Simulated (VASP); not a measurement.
Wanted: the native input for a VASP 6.6.1 run.

```
Task                   : single point
Functional             : PBE
Potentials or basis    : VASP PAW PBE potentials, release 64 (Re)
Cutoff                 : 600 eV
k mesh                 : 11 × 11 × 6
Occupations            : fermi-dirac, width 0.05 eV
Spin                   : no spin polarisation
Dipole correction      : no
Further INCAR settings : ALGO = Normal; EDIFF = 1e-06; NBANDS = 14
```

The structure of Re lies in POSCAR:

```
Re
1.0
    2.7608000000      0.0000000000      0.0000000000
   -1.3804000000      2.3909229348      0.0000000000
    0.0000000000      0.0000000000      4.3690360000
Re
2
Direct
    0.6666666667      0.3333333333      0.7500000000
    0.3333333333      0.6666666667      0.2500000000
```

One way to write it, as run:

INCAR

```
ALGO = Normal ; EDIFF = 1E-6
ENCUT = 600 ; GGA = PE
GGA_COMPAT = False ; ISIF = 2
ISMEAR = -1 ; LASPH = True
LCHARG = False ; LREAL = False
LWAVE = False ; NBANDS = 14
NELM = 120 ; PREC = Accurate
SIGMA = 0.05
```

KPOINTS

```
k-points
0
Gamma
  11 11 6
```

Potentials or basis: VASP PAW PBE potentials, release 64 (Re).

Command:

```console
$ cat potpaw_PBE.64/Re/POTCAR > POTCAR
$ mpirun -np 1 vasp_std > vasp.out
```

It gave:

The pressure is 14.3 GPa and the band gap on the k mesh is zero (band 7 reaches 9.53 eV, above the bottom of band 8 at 6.28 eV).

Caveat: spin-orbit coupling is left out, which moves the levels of the heavy elements.

Wall time 36 s on 1 thread of Intel Xeon 8259CL (shared host), peak memory 0.17 GiB.
